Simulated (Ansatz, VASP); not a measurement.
# BaZrO3 in VASP and in Ansatz

INCAR

```
SYSTEM = BaZrO3
PREC = Accurate ; ENCUT = 520
EDIFF = 1E-7 ; ISMEAR = -1
SIGMA = 0.05 ; LREAL = .FALSE.
LASPH = .TRUE. ; NELM = 80
ALGO = Normal ; ISIF = 2
LWAVE = .FALSE. ; LCHARG = .FALSE.
GGA = PS ; NBANDS = 28
```

KPOINTS

```
regular mesh
0
G
  6 6 6
  0 0 0
```

The input POSCAR:

```
BaZrO3
1.0
    4.1346933262      0.0000000000      0.0000000000
    0.0000000000      4.1346933262      0.0000000000
    0.0000000000      0.0000000000      4.1346933262
Ba Zr O
1 1 3
Direct
    0.0000000000      0.0000000000      0.0000000000
    0.5000000000      0.5000000000      0.5000000000
    0.5000000000      0.5000000000      0.0000000000
    0.5000000000      0.0000000000      0.5000000000
    0.0000000000      0.5000000000      0.5000000000
```

File input.yaml:

```yaml
crystal:
  lattice:
    - [4.1346933262, 0.0, 0.0]
    - [0.0, 4.1346933262, 0.0]
    - [0.0, 0.0, 4.1346933262]
  atoms:
    - { symbol: Ba, position: [0.0, 0.0, 0.0] }
    - { symbol: Zr, position: [0.5, 0.5, 0.5] }
    - { symbol: O, position: [0.5, 0.5, 0.0] }
    - { symbol: O, position: [0.5, 0.0, 0.5] }
    - { symbol: O, position: [0.0, 0.5, 0.5] }
hamiltonian:
  xc: pbesol
  pseudopotentials: { kind: paw }
kpoints:
  mp_grid: { grid: [6, 6, 6] }
scf:
  occupations: { method: fermi_dirac, width: 0.05 }
output:
  forces: true
  stress: true
  eigenvalues: true
```

Alike in both runs: task single point; functional PBEsol; k mesh 6 × 6 × 6; occupations fermi-dirac, width 0.05 eV; no spin polarisation.

|  | VASP | Ansatz |
| --- | --- | --- |
| version | VASP 6.6.1 | Ansatz 0.2.0 |
| potentials or method | VASP PAW PBE potentials, release 64 (Ba_sv, Zr_sv, O) | Ansatz PAW |
| plane-wave cutoff (eV) | 520 | 420 |
| valence electrons in the cell | 40 | 40 |

Ansatz gave:

```
gap on the k mesh at the Fermi level (eV) : 3.24
least direct gap on the mesh (eV)         : 3.38
pressure (GPa)                            : 5.8
```

**Question.** Estimate VASP's values.

**Answer.** gap on the k mesh at the Fermi level (eV): 3.19; least direct gap on the mesh (eV): 3.36; pressure (GPa): 7.2.

VASP's potentials were made for PBE, not for PBEsol.

Neither program's run includes spin-orbit coupling.
